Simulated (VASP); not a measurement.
Runs of VASP 6.6.1 on Zr3Pb. The structure is that of space group I4/mmm (No. 139), or close to it. The cells are those of the table. 

```csv
cell,gap on the mesh (eV),pressure (GPa)
"a = 5.861 Å, angles 135.0, 135.0, 65.5°, 4 atoms",none,-10.9
"a = 5.692 Å, angles 135.0, 135.0, 65.5°, 4 atoms",none,(b)
"a = 5.750 Å, angles 135.0, 135.0, 65.5°, 4 atoms",none,-6.8
"a = 5.806 Å, angles 135.0, 135.0, 65.5°, 4 atoms",none,(a)
"a = 5.634 Å, angles 135.0, 135.0, 65.5°, 4 atoms",none,-1.1
```

Alike in all rows: task single point; level LDA; potentials or basis VASP PAW LDA potentials, release 64 (Zr_sv, Pb_d); no spin polarisation; k mesh 7 × 7 × 7; cutoff (eV) 520; smearing fermi-dirac 0.15 eV.

Task: Fill in the values left out.

Result: (a) -9.1; (b) -4.2.

Caveats: spin-orbit coupling is left out, which moves the levels of the heavy elements.

A k mesh can miss the band edges, and the runs leave out spin-orbit coupling on Pb, Zr.

A gap of «none» marks levels without a gap at the run's occupations.
